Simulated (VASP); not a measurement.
InPd, 2 atoms in the cell. It takes space group P4/mmm (No. 123, tetragonal). Conventional cell: a = 2.915 Å, b = 2.915 Å, c = 4.122 Å, α = 90.00°, β = 90.00°, γ = 90.00°. Within 3.8 Å of In (site symmetry 4/mmm) lie 8 Pd at 2.91 Å and 4 In at 2.92 Å. Within 3.8 Å of Pd (site symmetry 4/mmm) lie 8 In at 2.91 Å and 4 Pd at 2.92 Å.  This cell differs from its parent crystal: ratio of the length along z to the lengths across it x 1.414, volume and fractional coordinates fixed.

* Program: VASP 6.6.1
* Task: single point
* Functional: LDA
* Potentials or basis: VASP PAW LDA potentials, release 64 (In_d, Pd)
* Cutoff: 520 eV
* k mesh: 16 × 16 × 16
* Occupations: gaussian, width 0.15 eV
* Spin: no spin polarisation
* Dipole correction: no
* Further INCAR settings: ALGO = Fast; EDIFF = 1e-06; NBANDS = 18

Potentials or basis: VASP PAW LDA potentials, release 64 (In_d, Pd).

Launch:

```console
$ cat potpaw_LDA.64/In_d/POTCAR potpaw_LDA.64/Pd/POTCAR > POTCAR
$ mpirun -np 1 vasp_std > vasp.out
```

Hardware: 1 thread of Intel(R) Xeon(R) 6975P-C (Granite Rapids) (shared host).

How long does it take, and how much memory?

It took 77 s on 1 thread of Intel(R) Xeon(R) 6975P-C (Granite Rapids) (shared host), peak memory 0.35 GiB. Counts: scf iterations 15, k points 405.
